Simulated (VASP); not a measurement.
Wanted: the native input for a VASP 6.6.1 run.

```yaml
Task: relaxation of cell and atoms
Functional: PBE
Potentials_or_basis: VASP PAW PBE potentials, release 64 (Ba_sv, Ti_sv, O)
Cutoff: 600 eV
k_mesh: 8 × 8 × 8
Occupations: gaussian, width 0.02 eV
Spin: no spin polarisation
Target_pressure: 90 GPa
Dipole_correction: no
Further_INCAR_settings: ALGO = Normal; EDIFF = 1e-06; IBRION = 2; EDIFFG = -0.008; NSW = 70; ISIF = 3
```

The structure of BaTiO3 lies in POSCAR:

```
BaTiO3
1.0
    3.6645570013      0.0000000000      0.0000000000
    0.0000000000      3.6645570013      0.0000000000
    0.0000000000      0.0000000000      3.6645570013
Ba Ti O
1 1 3
Direct
    0.5000000000      0.5000000000      0.5000000000
    0.0000000000      0.0000000000      0.0000000000
    0.5000000000      0.0000000000      0.0000000000
    0.0000000000      0.5000000000      0.0000000000
    0.0000000000      0.0000000000      0.5000000000
```

The input as run:

INCAR

```
ALGO = Normal
EDIFF = 1E-6
EDIFFG = -0.008
ENCUT = 600
GGA = PE
IBRION = 2
ISIF = 3
ISMEAR = 0
LASPH = T
LCHARG = F
LREAL = F
LWAVE = F
NELM = 80
NSW = 70
PREC = Accurate
PSTRESS = 900.0
SIGMA = 0.02
```

KPOINTS

```
k-points
0
Gamma
  8 8 8
```

Potentials or basis: VASP PAW PBE potentials, release 64 (Ba_sv, Ti_sv, O).

Run with:

```bash
$ cat potpaw_PBE.64/Ba_sv/POTCAR potpaw_PBE.64/Ti_sv/POTCAR potpaw_PBE.64/O/POTCAR > POTCAR
$ mpirun -np 1 vasp_std > vasp.out
```

Results of the run:

```
Relaxed volume                                         : 9.81 Å³/atom
Relaxed cell                                           : a = 3.660 Å, b = 3.660 Å, c = 3.660 Å, α = 90.00°, β = 90.00°, γ = 90.00°
Space group after relaxing (to 0.05 Å)                 : Pm-3m (No. 221)
Energy change on relaxing (the enthalpy is what falls) : +19.8 meV/atom
Ionic steps                                            : 3
Pressure after relaxing                                : 90.0 GPa
Band gap on the k mesh                                 : 1.95 eV, direct
```

Caveat: the cell is relaxed towards a set pressure, so the enthalpy falls and the energy may rise; spin-orbit coupling is left out, which moves the levels of the heavy elements.

Run time: 2.2 min on 1 thread of Intel Xeon 6975P-C, on a shared host, peak memory 0.22 GiB.
